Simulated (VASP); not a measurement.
# MgO: single point with PBE

Crystal: MgO.

```xyz
4
Lattice="3.5188 0.0000 0.0000 -1.7594 3.0473 0.0000 0.0000 0.0000 4.5171" Properties=species:S:1:pos:R:3 pbc="T T T"
Mg    1.7594    1.0158    3.3878
Mg    0.0000    2.0316    1.1293
O     1.7594    1.0158    1.1293
O     0.0000    2.0316    3.3878
```

This cell differs from its parent crystal: volume 12.109 Å^3 an atom, c/a of the conventional cell 1.2837.

```
Program             : VASP 6.6.1
Task                : single point
Functional          : PBE
Potentials or basis : VASP PAW PBE potentials, release 64 (Mg, O)
Cutoff              : 520 eV
k mesh              : 9 × 9 × 6
Occupations         : gaussian, width 0.05 eV
Spin                : no spin polarisation
```

```json
{
 "Pressure": "-6.7 GPa",
 "Band gap on the k mesh": "2.85 eV, direct"
}
```

Stress tensor (GPa, compression positive):
```
 -4.64   0.00   0.00
  0.00  -4.64   0.00
  0.00   0.00 -10.83
```

Levels at points of the mesh, in eV from the valence-band top:
| k point | band 6 | band 7 | band 8 | band 9 | band 10 | band 11 |
| --- | --- | --- | --- | --- | --- | --- |
| (0.00, 0.00, 0.00) | -0.86 | -0.86 | 0.00 | 2.85 | 8.44 | 10.82 |
| (0.00, 0.00, 0.50) | -1.22 | -1.22 | -1.22 | 5.78 | 5.78 | 12.63 |

Wall time 18 s on 1 thread of Intel(R) Xeon(R) Platinum 8559C (Emerald Rapids), on a shared host, peak memory 0.18 GiB.
